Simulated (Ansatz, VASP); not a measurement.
**Two plane-wave programs on CoO**

```
CELL_PARAMETERS angstrom
0.00000 2.34977 2.34977
2.34977 0.00000 2.34977
2.34977 2.34977 0.00000
ATOMIC_POSITIONS crystal
Co 0.00000 0.00000 0.00000
O 0.25000 0.25000 0.25000
```

Alike in both runs: task single point; functional PBE; k mesh 14 × 14 × 14; occupations gaussian, width 0.02 eV; no spin polarisation; Hubbard terms Co d U = 3.32 eV.

|  | VASP | Ansatz |
| --- | --- | --- |
| version | VASP 6.6.1 | Ansatz 0.2.0 |
| potentials or method | VASP PAW PBE potentials, release 64 (Co, O), cutoff 520 eV | scalar-relativistic, plane waves, PAW |
| valence electrons in the cell | 15 | 23 |

VASP gave:

| Item | Value |
| --- | --- |
| gap on the k mesh at the Fermi level (eV) | none |
| pressure (GPa) | -25.1 |

Problem. What did Ansatz give for the same quantities?

Solution. gap on the k mesh at the Fermi level (eV): none; pressure (GPa): -24.0.

The programs project onto different local orbitals, so the same U acts differently, and such runs can settle in different states. A gap of «none» marks a metal or a gap that the smearing closes. VASP's potentials hold 15 valence electrons a cell and Ansatz's 23, so a difference there can come from the potentials and not from the codes. Ansatz's warnings: filled band counts differ across k points.
